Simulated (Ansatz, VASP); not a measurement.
## GaAs: VASP beside Ansatz

Contents of INCAR:

```
ALGO = Normal ; EDIFF = 1E-6
ENCUT = 600 ; GGA = PE
GGA_COMPAT = F ; ISIF = 2
ISMEAR = -1 ; LASPH = T
LCHARG = F ; LREAL = F
LWAVE = F ; NBANDS = 21
NELM = 120 ; PREC = Accurate
SIGMA = 0.02
```

The input KPOINTS:

```
k-points
0
Gamma
  8 8 8
```

POSCAR

```
GaAs
1.0
    0.0000000000      2.8330850941      2.8330850941
    2.7622579668      0.0000000000      2.8330850941
    2.7622579668      2.8330850941      0.0000000000
Ga As
1 1
Direct
    0.0000000000      0.0000000000      0.0000000000
    0.2500000000      0.2500000000      0.2500000000
```

Input for Ansatz:

```yaml
crystal:
  lattice:
    - [0.0, 2.8330850941, 2.8330850941]
    - [2.7622579668, 0.0, 2.8330850941]
    - [2.7622579668, 2.8330850941, 0.0]
  atoms:
    - { symbol: Ga, position: [0.0, 0.0, 0.0] }
    - { symbol: As, position: [0.25, 0.25, 0.25] }
kpoints:
  mp_grid: { grid: [8, 8, 8] }
  band_path:
    path:
      - [0.0, 0.0, 0.0]
      - [-0.5, -0.5, 0.0]
      - [-0.375, -0.375, 0.25]
      - [-0.375, 0.0, 0.375]
      - [0.0, 0.0, 0.5]
      - [-0.5, -0.25, 0.25]
    npoints: 1
hamiltonian:
  xc: pbe
scf:
  occupations: { method: fermi_dirac, width: 0.02 }
  n_extra_bands: 4
output:
  forces: true
  stress: true
  eigenvalues: true
  write_density: true
  write_potential: true
  elf: true
  volumetric_format: npy
```

Change from the starting cell: uniaxial_x strain -2.5%.

Alike in both runs: task single point; functional PBE; k mesh 8 × 8 × 8; occupations fermi-dirac, width 0.02 eV; no spin polarisation.

```csv
,VASP,Ansatz
version,VASP 6.6.1,Ansatz 0.2.0
potentials or method,"VASP PAW PBE potentials, release 64 (Ga_d, As_d)","plane waves, PAW"
plane-wave cutoff (eV),600,420
valence electrons in the cell,28,28
```

|  | VASP | Ansatz | Ansatz less VASP |
| --- | --- | --- | --- |
| pressure (GPa) | 4.7 | 4.7 | +0.08 |
| traceless stress, the component that is largest in VASP (GPa) | 0.95 | 0.95 | +0.002 |
